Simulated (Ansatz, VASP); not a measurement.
# One calculation of MoS2, two programs

```
Mo S
1.0
     3.18402    0.00000    0.00000
    -1.59201    2.75744    0.00000
     0.00000    0.00000   28.38732
Mo S
3 6
Direct
  0.33333 0.66667 0.22816
  0.33333 0.66667 0.77184
  0.66667 0.33333 0.00000
  0.66667 0.33333 0.17349
  0.66667 0.33333 0.71719
  0.33333 0.66667 0.94533
  0.66667 0.33333 0.28281
  0.66667 0.33333 0.82651
  0.33333 0.66667 0.05467
```

Alike in both runs: functional r2SCAN; k mesh 10 × 10 × 1; occupations fermi-dirac, width 0.05 eV; no spin polarisation.

```csv
,VASP,Ansatz
version,VASP 6.6.1,Ansatz 0.2.0
potentials or method,"VASP PAW PBE potentials, release 64 (Mo_sv, S)",Ansatz PAW
plane-wave cutoff (eV),520,500
valence electrons in the cell,78,78
task,single point,band structure
```

Ansatz gave:

- gap on the k mesh at the Fermi level (eV): 1.38
- least direct gap on the mesh (eV): 1.99
- rms of the force components (eV/Å): 0.008

Estimate VASP's values.

gap on the k mesh at the Fermi level (eV): 1.40; least direct gap on the mesh (eV): 2.00; rms of the force components (eV/Å): 0.009.

VASP's potentials were made for PBE, not for r2SCAN. Atom by atom the forces differ by 0.002 eV/Å (rms over components). With one functional, cell and mesh, what is left measures potentials, basis and numerics.

Noted on Ansatz's run: the k mesh misses the band edges, so the gap on the mesh is wider than the one along the path.
